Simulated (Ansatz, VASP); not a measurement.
## Cu in VASP and in Ansatz

```xyz
5
Lattice="2.5196 0.0000 0.0000 -1.2598 2.1820 0.0000 0.0000 0.0000 21.1759" Properties=species:S:1:pos:R:3 pbc="T T T"
Cu    1.8897    0.3637    6.5000
Cu   -0.6299    1.8184    8.5393
Cu    0.6299    1.0910   10.5879
Cu    1.8897    0.3637   12.6366
Cu   -0.6299    1.8184   14.6759
```

Alike in both runs: task single point; functional PBEsol; k mesh 18 × 18 × 1; occupations fermi-dirac, width 0.1 eV; no spin polarisation.

```csv
,VASP,Ansatz
version,VASP 6.6.1,Ansatz 0.2.0
potentials or method,"VASP PAW PBE potentials, release 64 (Cu), cutoff 520 eV","all-electron LAPW, scalar-relativistic"
```

VASP gave:

```
rms of the force components (eV/Å) : 0.010
```

Task: What did Ansatz give for the same quantities?

Result: rms of the force components (eV/Å): 0.001.

VASP's potentials were made for PBE, not for PBEsol. Atom by atom the forces differ by 0.010 eV/Å (rms over components). Ansatz ran all-electron here, and VASP with PAW potentials. Ansatz's warnings: vacuum density over bound.
